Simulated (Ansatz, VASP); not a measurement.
# One calculation of KZnF3, two programs

```
K Zn F
1.0
     4.05194    0.00000    0.00000
     0.00000    4.05194    0.00000
     0.12156    0.00000    4.05194
K Zn F
1 1 3
Direct
  0.00000 0.00000 0.00000
  0.50000 0.50000 0.50000
  0.00000 0.50000 0.50000
  0.50000 0.00000 0.50000
  0.50000 0.50000 0.00000
```

Change from the starting cell: shear of c along a, cell held, atoms relaxed: +3.0 %.

Alike in both runs: task single point; functional PBEsol; k mesh 6 × 6 × 6; occupations gaussian, width 0.02 eV; no spin polarisation.

|  | VASP | Ansatz |
| --- | --- | --- |
| version | VASP 6.6.1 | Ansatz 0.2.0 |
| potentials or method | VASP PAW PBE potentials, release 64 (K_sv, Zn, F), cutoff 520 eV | scalar-relativistic, plane waves, PAW |
| valence electrons in the cell | 42 | 42 |

|  | VASP | Ansatz | Ansatz less VASP |
| --- | --- | --- | --- |
| gap on the k mesh at the Fermi level (eV) | 3.63 | 3.71 | +0.074 |
| least direct gap on the mesh (eV) | 5.42 | 5.46 | +0.042 |
| pressure (GPa) | 0.4 | 0.0 | -0.33 |
| traceless stress, the component that is largest in VASP (GPa) | -0.99 | -1.01 | -0.011 |

VASP's potentials were made for PBE, not for PBEsol.
